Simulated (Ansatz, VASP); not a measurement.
Os in VASP and in Ansatz

The input INCAR:

```
SYSTEM = Os
  PREC = Accurate
  ENCUT = 520
  EDIFF = 1E-6
  ISMEAR = -1
  SIGMA = 0.1
  LREAL = .False.
  LASPH = .True.
  NELM = 100
  ALGO = Normal
  ISIF = 2
  LWAVE = .False.
  LCHARG = .True.
  GGA = PE
  LELF = .True.
  LVHAR = .True.
  NBANDS = 10
```

KPOINTS

```
Automatic mesh
0
Gamma
  17 17 17
  0 0 0
```

Contents of POSCAR:

```
Os
1.0
    0.0000000000      1.6959354110      1.6959354110
    1.6959354110      0.0000000000      1.6959354110
    1.6959354110      1.6959354110      0.0000000000
Os
1
Direct
    0.0000000000      0.0000000000      0.0000000000
```

Input for Ansatz:

```yaml
crystal:
  lattice:
    - [0.0, 1.695935411, 1.695935411]
    - [1.695935411, 0.0, 1.695935411]
    - [1.695935411, 1.695935411, 0.0]
  atoms:
    - { symbol: Os, position: [0.0, 0.0, 0.0] }
kpoints:
  mp_grid: { grid: [17, 17, 17] }
scf:
  occupations: { method: fermi_dirac, width: 0.1 }
hamiltonian:
  xc: pbe
  pseudopotentials: { kind: paw }
output:
  forces: true
  stress: true
  eigenvalues: true
  populations: true
```

Change from the starting cell: volume scaled by 0.68, PAW files.

Alike in both runs: task single point; functional PBE; k mesh 17 × 17 × 17; occupations fermi-dirac, width 0.1 eV; no spin polarisation.

|  | VASP | Ansatz |
| --- | --- | --- |
| version | VASP 6.6.1 | Ansatz 0.2.0 |
| potentials or method | VASP PAW PBE potentials, release 64 (Os) | PAW with Ansatz's default frozen-core files, scalar-relativistic |
| plane-wave cutoff (eV) | 520 | 420 |
| valence electrons in the cell | 8 | 16 |

```tsv
	VASP	Ansatz	Ansatz less VASP
pressure (GPa)	382.1	364.4	-17.73
```

Both programs put the cell under a high pressure, so it lies far from rest at this level. With one functional, cell and mesh, what is left measures potentials, basis and numerics. VASP's potentials hold 8 valence electrons a cell and Ansatz's 16, so a difference there can come from the potentials and not from the codes.

Spin-orbit coupling is off throughout. Noted on VASP's run: the cell as given lies far from equilibrium.
